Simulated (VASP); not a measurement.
**MoS2: single point with revPBE**

MoS2:

```xyz
3
Lattice="1.5800 0.9122 6.1500 -1.5800 0.9122 6.1500 0.0000 -1.8244 6.1500" Properties=species:S:1:pos:R:3 pbc="T T T"
Mo    0.0000    0.0000    0.0000
S     0.0000    0.0000    4.6125
S     0.0000    0.0000    7.6936
```

- Program: VASP 6.6.1
- Task: single point
- Functional: revPBE
- Potentials or basis: VASP PAW PBE potentials, release 64 (Mo_sv, S)
- Cutoff: 520 eV
- k mesh: 12 × 12 × 12
- Occupations: methfessel-paxton, width 0.15 eV
- Spin: no spin polarisation
- Dipole correction: no
- Further INCAR settings: ALGO = Normal; EDIFF = 1e-07; NBANDS = 20

```yaml
Pressure: 7.1 GPa
Largest_force: 0.548 eV/Å
Band_gap_on_the_k_mesh: 0.95 eV (least direct gap 1.71 eV)
```

Forces in eV/Å, atoms in the order of the input:
```
Mo   0.000  0.000  0.088
S    0.000  0.000 -0.548
S    0.000  0.000  0.460
```

Stress tensor (GPa, compression positive):
```
6.30 0.00 0.00
0.00 6.30 0.00
0.00 0.00 8.72
```

Levels at points of the mesh, in eV from the valence-band top:
| k point | band 9 | band 10 | band 11 | band 12 | band 13 | band 14 | band 15 | band 16 | band 17 | band 18 |
| --- | --- | --- | --- | --- | --- | --- | --- | --- | --- | --- |
| (0.00, 0.00, 0.00) | -3.46 | -2.33 | -2.33 | -1.27 | -1.14 | 2.03 | 2.03 | 2.45 | 2.45 | 5.57 |
| (0.50, 0.00, 0.00) | -5.07 | -4.05 | -2.37 | -1.67 | -1.48 | 1.60 | 2.04 | 3.51 | 3.52 | 5.35 |
| (0.50, 0.50, 0.00) | -4.78 | -3.98 | -2.92 | -1.85 | -1.32 | 1.55 | 2.16 | 3.07 | 3.92 | 6.05 |
| (0.50, 0.50, 0.50) | -3.48 | -3.45 | -2.30 | -2.30 | 0.00 | 2.13 | 2.13 | 2.32 | 2.32 | 5.65 |

Run time: 3.6 min on 1 thread of Intel(R) Xeon(R) 6975P-C (Granite Rapids), on a shared host, peak memory 0.43 GiB.

Caveat: the cell stands under pressure; the PAW data sets were made with another functional, which shifts forces and pressure a little. A hybrid or GW would open this gap; revPBE tends to underestimate it.
